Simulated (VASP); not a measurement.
Input of a VASP 6.6.1 run:

The input INCAR:

```
SYSTEM = ZnCu
PREC     = Accurate       ! precision mode
ENCUT    = 600            ! plane-wave cutoff, eV
EDIFF    = 1E-8           ! SCF threshold, eV
ISMEAR   = -1             ! smearing method
SIGMA    = 0.05           ! smearing width, eV
LREAL    = .False.        ! projectors in reciprocal space
LASPH    = .True.         ! aspherical terms in the spheres
NELM     = 120            ! most SCF steps
ALGO     = Normal         ! electronic algorithm
ISIF     = 3              ! what is computed and relaxed
LWAVE    = .False.        ! write WAVECAR
LCHARG   = .False.        ! write CHGCAR
GGA      = PS             ! functional
NBANDS   = 18             ! bands
IBRION   = 6              ! ionic algorithm
NFREE    = 2            
POTIM    = 0.015          ! step
NSW      = 1              ! ionic steps
GGA_COMPAT= .False.
```

KPOINTS

```
regular mesh
0
Gamma
  8 8 8
  0 0 0
```

The input POSCAR:

```
ZnCu
1.0
    2.9450000000      0.0000000000      0.0000000000
    0.0000000000      2.9450000000      0.0000000000
    0.0000000000      0.0000000000      2.9450000000
Zn Cu
1 1
Direct
    0.5000000000      0.5000000000      0.5000000000
    0.0000000000      0.0000000000      0.0000000000
```

Potentials or basis: VASP PAW PBE potentials, release 64 (Zn, Cu).

Run with:

```console
$ cat potpaw_PBE.64/Zn/POTCAR potpaw_PBE.64/Cu/POTCAR > POTCAR
$ mpirun -np 1 vasp_std > vasp.out
```

(1) What does it give for the elastic constants C11, C12, C44?

(2) Estimate the Voigt bulk modulus.

(3) Estimate the highest phonon frequency at Γ, LO-TO splitting left out.

## Answers

(1) 133, 110, 96 GPa.

(2) 118 GPa.

(3) 195 cm⁻¹.

Caveat: the cell is under stress, which shifts elastic constants; the PAW data sets were made with another functional, which shifts forces and pressure a little.
